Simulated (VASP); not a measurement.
MgO2: single point with r2SCAN

The system is MgO2.

```
Mg O
1.0
     1.59734    0.92223    3.48210
    -1.59734    0.92223    3.48210
     0.00000   -1.84445    3.48210
Mg O
1 2
Direct
  0.00000 0.00000 0.00000
  0.42913 0.42913 0.42913
  0.57087 0.57087 0.57087
```

```json
{"Program": "VASP 6.6.1", "Task": "single point", "Functional": "r2SCAN", "Potentials or basis": "VASP PAW PBE potentials, release 64 (Mg, O)", "Cutoff": "520 eV", "k mesh": "12 × 12 × 12", "Occupations": "gaussian, width 0.02 eV", "Spin": "no spin polarisation", "Dipole correction": "no", "Further INCAR settings": "ALGO = Normal; EDIFF = 1e-06; NBANDS = 14"}
```

* Pressure: -4.0 GPa
* Largest force: 0.279 eV/Å
* Band gap on the k mesh: 3.03 eV

Forces in eV/Å, atoms in the order of the input:
```
Mg   0.000  0.000  0.000
O    0.000  0.000 -0.279
O    0.000  0.000  0.279
```

Stress tensor (GPa, compression positive):
```
-4.84  0.00  0.00
 0.00 -4.84  0.00
 0.00  0.00 -2.46
```

Levels at points of the mesh, in eV from the valence-band top:
| k point | band 4 | band 5 | band 6 | band 7 | band 8 | band 9 | band 10 | band 11 |
| --- | --- | --- | --- | --- | --- | --- | --- | --- |
| (0.00, 0.00, 0.00) | -3.52 | -3.52 | -0.83 | -0.83 | 5.32 | 5.73 | 13.21 | 15.20 |
| (0.50, 0.00, 0.00) | -6.22 | -3.86 | -1.28 | -1.15 | 5.01 | 9.44 | 11.26 | 13.66 |
| (0.50, 0.50, 0.00) | -5.57 | -4.54 | -2.15 | -0.15 | 4.31 | 8.63 | 11.96 | 13.58 |
| (0.50, 0.50, 0.50) | -4.05 | -4.05 | 0.00 | 0.00 | 3.03 | 5.68 | 10.54 | 15.26 |

Run time: 3.7 min on 1 thread of Intel(R) Xeon(R) 6975P-C (Granite Rapids), with other jobs on the host, peak memory 0.23 GiB.

Caveat: the cell stands under tension; the PAW data sets were made with another functional, which shifts forces and pressure a little. A k mesh can miss the band edges.
